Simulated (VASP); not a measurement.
# TiNiS2 (P-6m2) in VASP: a series of runs, part 2 of 2

VASP 6.6.1. The steps go on from the part before.

## 3. Single point, PBE, collinear spin, ferromagnetic start

This run uses another cell than the first one, of 14.43 Å³/atom.

Contents of INCAR:

```
  ALGO = Normal
  EDIFF = 1E-6
  ENCUT = 520
  GGA = PE
  ISIF = 2
  ISMEAR = 0
  ISPIN = 2
  LASPH = True
  LCHARG = False
  LMAXMIX = 4
  LORBIT = 11
  LREAL = False
  LWAVE = False
  MAGMOM = 1 2 0 0
  NBANDS = 29
  NELM = 150
  PREC = Accurate
  SIGMA = 0.1
```

Contents of KPOINTS:

```
k-points
0
Gamma
  6 6 4
```

Contents of POSCAR:

```
TiNiS2
1.0
    3.3214043026      0.0000000000      0.0000000000
   -1.6607021513      2.8764205023      0.0000000000
    0.0000000000      0.0000000000      6.0408271667
Ti Ni S
1 1 2
Direct
    0.6666666667      0.3333333333      0.0000000000
    0.6666666667      0.3333333333      0.5000000000
    0.0000000000      0.0000000000      0.2516818613
    0.0000000000      0.0000000000      0.7483181387
```

Potentials or basis: VASP PAW PBE potentials, release 64 (Ti_sv, Ni, S).

Started as:

```bash
> cat potpaw_PBE.64/Ti_sv/POTCAR potpaw_PBE.64/Ni/POTCAR potpaw_PBE.64/S/POTCAR > POTCAR
> mpirun -np 1 vasp_std > vasp.out
```

OUTCAR:

```text
EDIFF = 1E-6
   ENCUT = 520
   GGA = PE
   ISIF = 2
   ISMEAR = 0
   ISPIN = 2
   LASPH = True
   LORBIT = 11
   LREAL = False
   NELM = 150
   PREC = Accurate

 ion  position               nearest neighbor table
   1  0.667  0.333  0.000-   3 2.45   4 2.45   3 2.45   4 2.45   3 2.45   4 2.45
   2  0.667  0.333  0.500-   3 2.43   4 2.43   3 2.43   4 2.43   3 2.43   4 2.43
   3  0.000  0.000  0.252-   2 2.43   2 2.43   2 2.43   1 2.45   1 2.45   1 2.45
   4  0.000  0.000  0.748-   2 2.43   2 2.43   2 2.43   1 2.45   1 2.45   1 2.45

  LATTYP: Found a hexagonal cell.
 ALAT       =     3.3214043026
 C/A-ratio  =     1.8187569523

  Lattice vectors:

 A1 = (   3.3214043026,   0.0000000000,   0.0000000000)
 A2 = (  -1.6607021513,   2.8764205023,   0.0000000000)
 A3 = (   0.0000000000,   0.0000000000,   6.0408271667)

Analysis of symmetry for initial positions (statically):
=====================================================================
 Subroutine PRICEL returns:
 Original cell was already a primitive cell.

 Routine SETGRP: Setting up the symmetry group for a
 hexagonal supercell.

 Subroutine GETGRP returns: Found 12 space group operations
 (whereof 12 operations were pure point group operations)
 out of a pool of 24 trial point group operations.

The static configuration has the point symmetry D_3h.

Analysis of symmetry for dynamics (positions and initial velocities):
=====================================================================
 Subroutine PRICEL returns:
 Original cell was already a primitive cell.

 Routine SETGRP: Setting up the symmetry group for a
 hexagonal supercell.

 Subroutine GETGRP returns: Found 12 space group operations
 (whereof 12 operations were pure point group operations)
[... 159 lines left out ...]
  ext. energy  EPLUGINS =         0.00000000
  ---------------------------------------------------
  free energy    TOTEN  =       -24.80762873 eV

  energy without entropy =      -24.79508270  energy(sigma->0) =      -24.80135572

 E-fermi :   8.9892     XC(G=0): -11.6410

 val. band max:        8.8613150609   @ k =   0.3333   0.3333   0.2500
 cond. band min:       9.0118604572   @ k =   0.1667   0.1667   0.0000
 fundamental gap:      0.1505453963
 Fermi energy:         8.9892082689

 spin component 1

 k-point     1 :       0.0000    0.0000    0.0000
  band No.  band energies     occupation
      1     -48.3489      1.00000
      2     -24.7408      1.00000
      3     -24.5129      1.00000
      4     -24.5129      1.00000
      5      -6.6163      1.00000
      6      -4.8435      1.00000
[... 661 lines left out ...]
     28      19.1234      0.00000
     29      19.2449      0.00000
 Fermi energy:         8.9892082689

 spin component 2

 k-point     1 :       0.0000    0.0000    0.0000
  band No.  band energies     occupation
      1     -48.3494      1.00000
      2     -24.7411      1.00000
      3     -24.5135      1.00000
      4     -24.5135      1.00000
      5      -6.6162      1.00000
      6      -4.8433      1.00000
[... 661 lines left out ...]
     28      19.1234      0.00000
     29      19.2449      0.00000

------------------------ aborting loop because EDIFF is reached ----------------------------------------

  FORCE on cell =-STRESS in cart. coord.  units (eV):
  Direction    XX          YY          ZZ          XY          YZ          ZX
  --------------------------------------------------------------------------------------
  -------------------------------------------------------------------------------------
  Total       -0.0365561     -0.0365561      0.0055233      0.0000000      0.0000000      0.0000000
  in kB       -1.0148465     -1.0148465      0.1533330      0.0000000      0.0000000      0.0000000
  external PRESSURE =      -0.6254533 kB  Pullay stress =       0.0000000 kB

 VOLUME and BASIS-vectors are now :
 -----------------------------------------------------------------------------
  energy-cutoff  :      520.00
  volume of cell :       57.71
      direct lattice vectors                 reciprocal lattice vectors
     3.321404303  0.000000000  0.000000000     0.301077469  0.173827158  0.000000000
    -1.660702151  2.876420502  0.000000000     0.000000000  0.347654315  0.000000000
     0.000000000  0.000000000  6.040827167     0.000000000  0.000000000  0.165540243

 POSITION                                       TOTAL-FORCE (eV/Angst)
 -----------------------------------------------------------------------------------
      1.66070      0.95881      0.00000         0.000000     -0.000000      0.000000
      1.66070      0.95881      3.02041        -0.000000      0.000000      0.000000
      0.00000      0.00000      1.52037         0.000000      0.000000     -0.004417
      0.00000      0.00000      4.52046         0.000000      0.000000      0.004417
 -----------------------------------------------------------------------------------
    total drift:                                0.000000     -0.000000      0.000000

  FREE ENERGIE OF THE ION-ELECTRON SYSTEM (eV)
  ---------------------------------------------------
  free  energy   TOTEN  =       -24.8076287292 eV

  energy  without entropy=      -24.7950827027  energy(sigma->0) =      -24.80135572

 total charge

# of ion       s       p       d       tot
------------------------------------------
    1        2.163   6.152   1.967  10.282
    2        0.334   0.369   8.457   9.159
    3        1.329   2.388   0.000   3.717
    4        1.329   2.388   0.000   3.717
--------------------------------------------------
tot          5.154  11.298  10.424  26.876

 magnetization (x)

# of ion       s       p       d       tot
------------------------------------------
    1       -0.000  -0.000  -0.000  -0.000
    2       -0.000  -0.000   0.001   0.001
    3        0.000   0.000   0.000   0.000
    4        0.000   0.000   0.000   0.000
--------------------------------------------------
tot          0.000   0.000   0.000   0.000
```

Run time: 51 s. Hardware: 1 thread of Intel Xeon 6975P-C (Granite Rapids), shared host; peak memory 0.25 GiB.

What came out:

| Property | Result |
| --- | --- |
| Free energy | -24.8076 eV |
| Pressure | -0.1 GPa |
| Largest force | 0.004 eV/Å |
| Band gap on the k mesh | zero (filled and empty bands overlap) |
| Net moment | 0.00 μB per cell |
| Valence electrons inside the program's atomic spheres | Ti 10.28; Ni 9.16; S 3.72 |

Forces in eV/Å, atoms in the order of the input:
```
Ti   0.000  0.000  0.000
Ni   0.000  0.000  0.000
S    0.000  0.000 -0.004
S    0.000  0.000  0.004
```

Caveat: the k points lie up to 0.36 Å⁻¹ apart. With open d or f shells a metallic result of PBE can be an artefact of self-interaction; +U or a hybrid may open a gap.
